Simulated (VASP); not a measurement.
Here is a VASP 6.6.1 calculation.

INCAR

```
PREC = Accurate
ENCUT = 520
EDIFF = 1E-6
ISMEAR = 0
SIGMA = 0.05
LREAL = F
LASPH = T
NELM = 150
ALGO = Normal
ISIF = 2
LWAVE = F
LCHARG = F
ISPIN = 2
MAGMOM = 1.21
LORBIT = 11
NUPDOWN = 1.21
LMAXMIX = 4
LDAU = T
LDAUTYPE = 2
LDAUL = 2
LDAUU = 4.2
LDAUJ = 0
LDAUPRINT = 1
GGA = CA
NBANDS = 15
```

KPOINTS

```
regular mesh
0
Gamma
  15 15 15
```

The input POSCAR:

```
Ni
1.0
    0.0000000000      1.7810000000      1.7810000000
    1.7810000000      0.0000000000      1.7810000000
    1.7810000000      1.7810000000      0.0000000000
Ni
1
Direct
    0.0000000000      0.0000000000      0.0000000000
```

Potentials or basis: VASP PAW LDA potentials, release 64 (Ni).

Run with:

```bash
$ cat potpaw_LDA.64/Ni/POTCAR > POTCAR
$ mpirun -np 1 vasp_std > vasp.out
```

Problem. Estimate the pressure.

Solution. -21.1 GPa.

Eigenvalues of the final occupation matrices:
```
    site  spin  trace               eigenvalues
site 1 d     1   4.76  0.95 0.95 0.95 0.96 0.96
site 1 d     2   3.62  0.60 0.60 0.60 0.90 0.90
```

Caveat: the total moment is fixed, so each spin has its own Fermi level; the U is typed as a test and isn't derived for this compound. The state reached can hang on the start; a lower one may exist.
